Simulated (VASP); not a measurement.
# LiF (P6_3mc) in VASP: a series of runs

The runs below take LiF through single point, with PBE.

All numbers are computed with VASP 6.6.1; they aren't measurements. Logs are shortened: lines on timing, memory, paths and dates and some standing lists are left out, and cuts for length are marked.

### 1 The cell of the first run

The structure is hexagonal, space group P6_3mc (No. 186). The conventional cell has a = 3.126 Å, b = 3.126 Å, c = 4.902 Å, α = 90.00°, β = 90.00°, γ = 120.00°. Li (site symmetry 3m) has 4 F at 1.80 to 1.92 Å within 2.4 Å. F (site symmetry 3m) has 4 Li at 1.80 to 1.92 Å within 2.4 Å.

### 2 Single point, PBE

INCAR reads:

```
SYSTEM = LiF
ALGO = Normal ; EDIFF = 1E-6
ENCUT = 520 ; GGA = PE
ISIF = 2 ; ISMEAR = 0
LASPH = .TRUE. ; LCHARG = .FALSE.
LREAL = .FALSE. ; LWAVE = .FALSE.
NBANDS = 18 ; NELM = 60
PREC = Accurate ; SIGMA = 0.05
```

KPOINTS reads:

```
k-points
0
G
  9 9 6
  0 0 0
```

POSCAR reads:

```
LiF
1.0
    3.1259140087      0.0000000000      0.0000000000
   -1.5629570043      2.7071209416      0.0000000000
    0.0000000000      0.0000000000      4.9018781194
Li F
2 2
Direct
    0.3333333333      0.6666666667      0.3606709794
    0.6666666667      0.3333333333      0.8606709794
    0.3333333333      0.6666666667      0.9939266766
    0.6666666667      0.3333333333      0.4939266766
```

Potentials or basis: VASP PAW PBE potentials, release 64 (Li_sv, F).

Command:

```
$ cat potpaw_PBE.64/Li_sv/POTCAR potpaw_PBE.64/F/POTCAR > POTCAR
$ mpirun -np 1 vasp_std > vasp.out
```

OUTCAR:

```text
SYSTEM = LiF
   EDIFF = 1E-6
   ENCUT = 520
   GGA = PE
   ISIF = 2
   ISMEAR = 0
   LASPH = .TRUE.
   LREAL = .FALSE.
   NELM = 60
   PREC = Accurate

 ion  position               nearest neighbor table
   1  0.333  0.667  0.361-   3 1.80   4 1.92   4 1.92   4 1.92
   2  0.667  0.333  0.861-   4 1.80   3 1.92   3 1.92   3 1.92
   3  0.333  0.667  0.994-   1 1.80   2 1.92   2 1.92   2 1.92
   4  0.667  0.333  0.494-   2 1.80   1 1.92   1 1.92   1 1.92

  LATTYP: Found a hexagonal cell.
 ALAT       =     3.1259140087
 C/A-ratio  =     1.5681423436

  Lattice vectors:

 A1 = (   3.1259140087,   0.0000000000,   0.0000000000)
 A2 = (  -1.5629570043,   2.7071209416,   0.0000000000)
 A3 = (   0.0000000000,   0.0000000000,   4.9018781194)

Analysis of symmetry for initial positions (statically):
=====================================================================
 Subroutine PRICEL returns:
 Original cell was already a primitive cell.

 Routine SETGRP: Setting up the symmetry group for a
 hexagonal supercell.

 Subroutine GETGRP returns: Found 12 space group operations
 (whereof  6 operations were pure point group operations)
 out of a pool of 24 trial point group operations.

The static configuration has the point symmetry C_3v.
 The point group associated with its full space group is C_6v.

Analysis of symmetry for dynamics (positions and initial velocities):
=====================================================================
 Subroutine PRICEL returns:
 Original cell was already a primitive cell.

 Routine SETGRP: Setting up the symmetry group for a
 hexagonal supercell.

 Subroutine GETGRP returns: Found 12 space group operations
 (whereof  6 operations were pure point group operations)
 out of a pool of 24 trial point group operations.

The dynamic configuration has the point symmetry C_3v.
 The point group associated with its full space group is C_6v.

 Subroutine INISYM returns: Found 12 space group operations
 (whereof  6 operations are pure point group operations),
 and found     1 'primitive' translations

----------------------------------------------------------------------------------------

                                     Primitive cell

  volume of cell :      41.4808

  direct lattice vectors                    reciprocal lattice vectors
     3.125914009  0.000000000  0.000000000     0.319906433  0.184698065  0.000000000
    -1.562957004  2.707120942  0.000000000     0.000000000  0.369396130  0.000000000
     0.000000000  0.000000000  4.901878119     0.000000000  0.000000000  0.204003440

  length of vectors
     3.125914009  3.125914009  4.901878119     0.369396130  0.369396130  0.204003440

  position of ions in fractional coordinates (direct lattice)
     0.333333333  0.666666667  0.360670979
     0.666666667  0.333333333  0.860670979
     0.333333333  0.666666667  0.993926677
     0.666666667  0.333333333  0.493926677

  ion indices of the primitive-cell ions
   primitive index   ion index
                 1           1
                 2           2
                 3           3
                 4           4

----------------------------------------------------------------------------------------

 KPOINTS: k-points

Automatic generation of k-mesh.
 Grid dimensions read from file:
 generate k-points for:    9    9    6

 Generating k-lattice:

  Cartesian coordinates                     Fractional coordinates (reciprocal lattice)
     0.035545159  0.020522007  0.000000000     0.111111111  0.000000000  0.000000000
     0.000000000  0.041044014  0.000000000     0.000000000  0.111111111  0.000000000
     0.000000000  0.000000000  0.034000573     0.000000000  0.000000000  0.166666667

  Length of vectors
     0.041044014  0.041044014  0.034000573

  Shift w.r.t. Gamma in fractional coordinates (k-lattice)
     0.000000000  0.000000000  0.000000000

 Subroutine IBZKPT returns following result:
 ===========================================

 Found     48 irreducible k-points:

 Following reciprocal coordinates:
            Coordinates               Weight
[... 44 lines left out ...]

 E-fermi :  -2.4682     XC(G=0):  -8.6377

 val. band max:       -2.7635187653   @ k =   0.0000   0.0000   0.0000
 cond. band min:       4.9051785178   @ k =   0.0000   0.0000   0.0000
 fundamental gap:      7.6686972830
 Fermi energy:        -2.4682183557

 k-point     1 :       0.0000    0.0000    0.0000
  band No.  band energies     occupation
      1     -43.2135      2.00000
      2     -43.1768      2.00000
      3     -22.0360      2.00000
      4     -21.8597      2.00000
      5      -4.6524      2.00000
      6      -3.0700      2.00000
[... 10 lines left out ...]
     17      16.6626      0.00000
     18      17.4407      0.00000

 k-point     2 :       0.1111    0.0000    0.0000
  band No.  band energies     occupation
      1     -43.2106      2.00000
      2     -43.1758      2.00000
      3     -22.0195      2.00000
      4     -21.8522      2.00000
      5      -4.6008      2.00000
      6      -3.2033      2.00000
[... 10 lines left out ...]
     17      16.7450      0.00000
     18      17.5054      0.00000

 k-point     3 :       0.2222    0.0000    0.0000
  band No.  band energies     occupation
      1     -43.2029      2.00000
      2     -43.1737      2.00000
      3     -21.9757      2.00000
      4     -21.8346      2.00000
      5      -4.4743      2.00000
      6      -3.5731      2.00000
[... 10 lines left out ...]
     17      16.6022      0.00000
     18      17.0304      0.00000

 k-point     4 :       0.3333    0.0000    0.0000
  band No.  band energies     occupation
      1     -43.1932      2.00000
      2     -43.1721      2.00000
      3     -21.9202      2.00000
      4     -21.8197      2.00000
      5      -4.4343      2.00000
      6      -3.8692      2.00000
[... 375 lines left out ...]
      4     -21.8203      2.00000
      5      -4.2364      2.00000
      6      -4.2050      2.00000
[... 10 lines left out ...]
     17      16.8369      0.00000
     18      17.7674      0.00000

 k-point    23 :       0.3333    0.2222    0.1667
  band No.  band energies     occupation
      1     -43.1809      2.00000
      2     -43.1737      2.00000
      3     -21.8525      2.00000
      4     -21.8196      2.00000
      5      -4.4609      2.00000
      6      -4.0206      2.00000
[... 10 lines left out ...]
     17      16.3265      0.00000
     18      17.8209      0.00000

 k-point    24 :       0.3333    0.3333    0.1667
  band No.  band energies     occupation
      1     -43.1763      2.00000
      2     -43.1763      2.00000
      3     -21.8293      2.00000
      4     -21.8293      2.00000
      5      -4.4767      2.00000
      6      -3.8832      2.00000
[... 10 lines left out ...]
     17      15.6783      0.00000
     18      17.7795      0.00000

 [... further k-points ...]

------------------------ aborting loop because EDIFF is reached ----------------------------------------

  FORCE on cell =-STRESS in cart. coord.  units (eV):
  Direction    XX          YY          ZZ          XY          YZ          ZX
  --------------------------------------------------------------------------------------
  -------------------------------------------------------------------------------------
  Total       -0.3297489     -0.3297489      0.8825399     -0.0000000      0.0000000      0.0000000
  in kB      -12.7364022    -12.7364022     34.0877034     -0.0000000      0.0000000      0.0000000
  external PRESSURE =       2.8716330 kB  Pullay stress =       0.0000000 kB

 VOLUME and BASIS-vectors are now :
 -----------------------------------------------------------------------------
  energy-cutoff  :      520.00
  volume of cell :       41.48
      direct lattice vectors                 reciprocal lattice vectors
     3.125914009  0.000000000  0.000000000     0.319906433  0.184698065  0.000000000
    -1.562957004  2.707120942  0.000000000     0.000000000  0.369396130  0.000000000
     0.000000000  0.000000000  4.901878119     0.000000000  0.000000000  0.204003440

 POSITION                                       TOTAL-FORCE (eV/Angst)
 -----------------------------------------------------------------------------------
     -0.00000      1.80475      1.76797         0.000000     -0.000000      0.380932
      1.56296      0.90237      4.21890         0.000000      0.000000      0.380932
     -0.00000      1.80475      4.87211         0.000000      0.000000     -0.380932
      1.56296      0.90237      2.42117        -0.000000      0.000000     -0.380932
 -----------------------------------------------------------------------------------
    total drift:                                0.000000      0.000000     -0.007809

  FREE ENERGIE OF THE ION-ELECTRON SYSTEM (eV)
  ---------------------------------------------------
  free  energy   TOTEN  =       -19.2662599507 eV

  energy  without entropy=      -19.2662599507  energy(sigma->0) =      -19.26625995
```

Wall time 15 s (1 thread of Intel Xeon Platinum 8488C (Sapphire Rapids), shared host); peak memory 0.16 GiB.

What came out:

- Free energy: -19.2663 eV
- Largest force: 0.381 eV/Å
- Band gap on the k mesh: 7.67 eV

Forces on the atoms (eV/Å):
```
Li   0.000  0.000  0.381
Li   0.000  0.000  0.381
F    0.000  0.000 -0.381
F    0.000  0.000 -0.381
```

Levels at points of the mesh, in eV from the valence-band top:
```csv
k point,band 8,band 9,band 10,band 11,band 12,band 13
"(0.00, 0.00, 0.00)",-0.02,0.00,0.00,7.67,11.88,14.88
"(0.00, 0.00, 0.50)",-0.15,-0.15,-0.15,9.27,9.27,17.51
```

Caveat: the cutoff is under 1.25 times the usual one of these potentials, so pressure, stress and relaxed cells hold a basis-set (Pulay) error; an odd mesh through Γ misses points on the zone boundary, where band edges can lie.

### 3 Single point, PBE

INCAR reads:

```
PREC = Accurate ; ENCUT = 520
EDIFF = 1E-6 ; ISMEAR = 0
SIGMA = 0.05 ; LREAL = False
LASPH = True ; NELM = 60
ALGO = Normal ; ISIF = 2
LWAVE = False ; LCHARG = False
GGA = PE ; NBANDS = 18
```

KPOINTS reads:

```
regular mesh
0
Gamma
  9 9 6
```

POSCAR: that of step 2 with these lines changed.

```diff
@@ -8,4 +8,4 @@
 Direct
-    0.3333333333      0.6666666667      0.3606709794
-    0.6666666667      0.3333333333      0.8606709794
+    0.3333333333      0.6666666667      0.3402706354
+    0.6666666667      0.3333333333      0.8402706354
     0.3333333333      0.6666666667      0.9939266766
```

Potentials or basis: VASP PAW PBE potentials, release 64 (Li_sv, F).

Command:

```
$ cat potpaw_PBE.64/Li_sv/POTCAR potpaw_PBE.64/F/POTCAR > POTCAR
$ mpirun -np 1 vasp_std > vasp.out
```

Wall time 15 s (1 thread of Intel Xeon Platinum 8488C (Sapphire Rapids), shared host); peak memory 0.16 GiB.

Results (log left out):

```
Free energy            : -19.1284 eV
Largest force          : 1.057 eV/Å
Band gap on the k mesh : 7.60 eV
```

Forces on the atoms (eV/Å):
```
Li   0.000  0.000  1.057
Li   0.000  0.000  1.057
F    0.000  0.000 -1.057
F    0.000  0.000 -1.057
```

Levels at points of the mesh, in eV from the valence-band top:
```csv
k point,band 8,band 9,band 10,band 11,band 12,band 13
"(0.00, 0.00, 0.00)",-0.19,0.00,0.00,7.60,11.84,14.72
"(0.00, 0.00, 0.50)",-0.16,-0.16,-0.16,9.14,9.14,17.66
```

Caveat: the cutoff is under 1.25 times the usual one of these potentials, so pressure, stress and relaxed cells hold a basis-set (Pulay) error; an odd mesh through Γ misses points on the zone boundary, where band edges can lie; forces of over 1 eV/Å act on the atoms, so gaps and moduli don't describe the material at rest.

### 4 Single point, PBE

This run uses another cell than the first one, of the same volume but with other edges.

INCAR reads:

```
SYSTEM = LiF
PREC     = Accurate       ! precision mode
ENCUT    = 520            ! plane-wave cutoff, eV
EDIFF    = 1E-6           ! SCF threshold, eV
ISMEAR   = 0              ! smearing method
SIGMA    = 0.05           ! smearing width, eV
LREAL    = .False.        ! projectors in reciprocal space
LASPH    = .True.         ! aspherical terms in the spheres
NELM     = 80             ! most SCF steps
ALGO     = Normal         ! electronic algorithm
ISIF     = 2              ! what is computed and relaxed
LWAVE    = .False.        ! write WAVECAR
LCHARG   = .False.        ! write CHGCAR
GGA      = PE             ! functional
NBANDS   = 18             ! bands
```

KPOINTS reads:

```
Automatic mesh
0
Gamma
  9 9 6
  0 0 0
```

POSCAR reads:

```
LiF
1.0
    3.1955814611      0.0000000000      0.0000000000
   -1.5977907305      2.7674547252      0.0000000000
    0.0000000000      0.0000000000      4.6904744686
Li F
2 2
Direct
    0.3333333333      0.6666666667      0.3402706354
    0.6666666667      0.3333333333      0.8402706354
    0.3333333333      0.6666666667      0.9939266766
    0.6666666667      0.3333333333      0.4939266766
```

Command:

```
$ cat potpaw_PBE.64/Li_sv/POTCAR potpaw_PBE.64/F/POTCAR > POTCAR
$ mpirun -np 1 vasp_std > vasp.out
```

It took 18 s on 1 thread of Intel Xeon Platinum 8488C (Sapphire Rapids), shared host; peak memory 0.16 GiB.

Results (log left out):

```yaml
Free_energy: -18.9277 eV
Largest_force: 1.772 eV/Å
Band_gap_on_the_k_mesh: 7.61 eV
```

Forces on the atoms (eV/Å):
```
Li   0.000  0.000  1.772
Li   0.000  0.000  1.772
F    0.000  0.000 -1.772
F    0.000  0.000 -1.772
```

Levels at points of the mesh, in eV from the valence-band top:
```tsv
k point	band 6	band 7	band 8	band 9	band 10	band 11	band 12	band 13	band 14	band 15
(0.00, 0.00, 0.00)	-0.41	-0.41	-0.10	0.00	0.00	7.61	12.19	15.20	17.98	17.98
(0.00, 0.00, 0.50)	-0.95	-0.20	-0.20	-0.20	-0.20	9.22	9.22	18.21	18.21	18.21
```

Caveat: the cutoff is under 1.25 times the usual one of these potentials, so pressure, stress and relaxed cells hold a basis-set (Pulay) error; an odd mesh through Γ misses points on the zone boundary, where band edges can lie; forces of over 1 eV/Å act on the atoms, so gaps and moduli don't describe the material at rest.

### 5 Single point, PBE

This run uses another cell than the first one, of the same volume but with other edges.

INCAR reads:

```
SYSTEM = LiF
  PREC = Accurate
  ENCUT = 520
  EDIFF = 1E-7
  ISMEAR = 0
  SIGMA = 0.05
  LREAL = .False.
  LASPH = .True.
  NELM = 100
  ALGO = Normal
  ISIF = 2
  LWAVE = .False.
  LCHARG = .False.
  GGA = PE
  NBANDS = 18
```

KPOINTS reads:

```
regular mesh
0
Gamma
  9 9 6
  0 0 0
```

POSCAR reads:

```
LiF
1.0
    3.0932795901      0.0000000000      0.0000000000
   -1.5466397950      2.6788587060      0.0000000000
    0.0000000000      0.0000000000      5.0058543606
Li F
2 2
Direct
    0.3333333333      0.6666666667      0.3810713234
    0.6666666667      0.3333333333      0.8810713234
    0.3333333333      0.6666666667      0.9939266766
    0.6666666667      0.3333333333      0.4939266766
```

Command:

```
$ cat potpaw_PBE.64/Li_sv/POTCAR potpaw_PBE.64/F/POTCAR > POTCAR
$ mpirun -np 1 vasp_std > vasp.out
```

Run time: 25 s. Hardware: 1 thread of Intel Xeon Platinum 8488C (Sapphire Rapids), shared host; peak memory 0.16 GiB.

The run converged. Its results:

```yaml
Free_energy: -19.2932 eV
Largest_force: 0.093 eV/Å
Band_gap_on_the_k_mesh: 7.62 eV
```

Forces in eV/Å, atoms in the order of the input:
```
Li   0.000  0.000 -0.093
Li   0.000  0.000 -0.093
F    0.000  0.000  0.093
F    0.000  0.000  0.093
```

Levels at points of the mesh, in eV from the valence-band top:
```
           k point  band 8  band 9  band 10  band 11  band 12  band 13
(0.00, 0.00, 0.00)   -0.10   -0.10     0.00     7.62    11.67    14.73
(0.00, 0.00, 0.50)   -0.23   -0.23    -0.23     9.24     9.24    17.04
```

Caveat: the cutoff is under 1.25 times the usual one of these potentials, so pressure, stress and relaxed cells hold a basis-set (Pulay) error; an odd mesh through Γ misses points on the zone boundary, where band edges can lie.

### 6 Single point, PBE

INCAR reads:

```
PREC = Accurate
ENCUT = 520
EDIFF = 1E-7
ISMEAR = 0
SIGMA = 0.05
LREAL = F
LASPH = T
NELM = 80
ALGO = Normal
ISIF = 2
LWAVE = F
LCHARG = F
GGA = PE
NBANDS = 18
```

KPOINTS reads:

```
Automatic mesh
0
Gamma
  9 9 6
```

POSCAR reads:

```
LiF
1.0
    3.1259140087      0.0000000000      0.0000000000
   -1.5629570043      2.7071209416      0.0000000000
    0.0000000000      0.0000000000      4.9018781194
Li F
2 2
Direct
    0.3333333333      0.6666666667      0.4014716674
    0.6666666667      0.3333333333      0.9014716674
    0.3333333333      0.6666666667      0.9939266766
    0.6666666667      0.3333333333      0.4939266766
```

Potentials or basis: VASP PAW PBE potentials, release 64 (Li_sv, F).

Command:

```
$ cat potpaw_PBE.64/Li_sv/POTCAR potpaw_PBE.64/F/POTCAR > POTCAR
$ mpirun -np 1 vasp_std > vasp.out
```

It took 23 s on 1 thread of Intel Xeon Platinum 8488C (Sapphire Rapids), shared host; peak memory 0.15 GiB.

It converged, with:

```yaml
Free_energy: -19.2779 eV
Largest_force: 0.198 eV/Å
Band_gap_on_the_k_mesh: 7.49 eV
```

Forces on the atoms (eV/Å):
```
Li   0.000  0.000 -0.198
Li   0.000  0.000 -0.198
F    0.000  0.000  0.198
F    0.000  0.000  0.198
```

Levels at points of the mesh, in eV from the valence-band top:
```csv
k point,band 7,band 8,band 9,band 10,band 11,band 12,band 13,band 14
"(0.00, 0.00, 0.00)",-0.57,-0.28,-0.28,0.00,7.49,11.73,14.79,18.11
"(0.00, 0.00, 0.50)",-0.43,-0.43,-0.43,-0.43,9.20,9.20,17.08,17.08
```

Caveat: the cutoff is under 1.25 times the usual one of these potentials, so pressure, stress and relaxed cells hold a basis-set (Pulay) error; an odd mesh through Γ misses points on the zone boundary, where band edges can lie.

### 7 The runs side by side

| cell | gap on the mesh (eV) | largest force (eV/Å) |
| --- | --- | --- |
| a = 3.126, b = 3.126, c = 4.902 Å, angles 90.0, 90.0, 120.0°, 4 atoms, atomic positions A | 7.67 | 0.38 |
| a = 3.126, b = 3.126, c = 4.902 Å, angles 90.0, 90.0, 120.0°, 4 atoms, atomic positions B | 7.60 | 1.06 |
| a = 3.196, b = 3.196, c = 4.690 Å, angles 90.0, 90.0, 120.0°, 4 atoms, atomic positions B | 7.61 | 1.77 |
| a = 3.093, b = 3.093, c = 5.006 Å, angles 90.0, 90.0, 120.0°, 4 atoms, atomic positions C | 7.62 | 0.09 |
| a = 3.126, b = 3.126, c = 4.902 Å, angles 90.0, 90.0, 120.0°, 4 atoms, atomic positions D | 7.49 | 0.20 |

Alike in all rows: task single point; level PBE; potentials or basis VASP PAW PBE potentials, release 64 (Li_sv, F); no spin polarisation; k mesh 9 × 9 × 6; cutoff (eV) 520; smearing gaussian 0.05 eV.

Caveats: the cutoff is under 1.25 times the usual one of these potentials, so pressure, stress and relaxed cells hold a basis-set (Pulay) error; an odd mesh through Γ misses points on the zone boundary, where band edges can lie; forces of over 1 eV/Å act on the atoms, so gaps and moduli don't describe the material at rest (at least some runs).

Absolute energies hang on the potentials; compare differences alone.
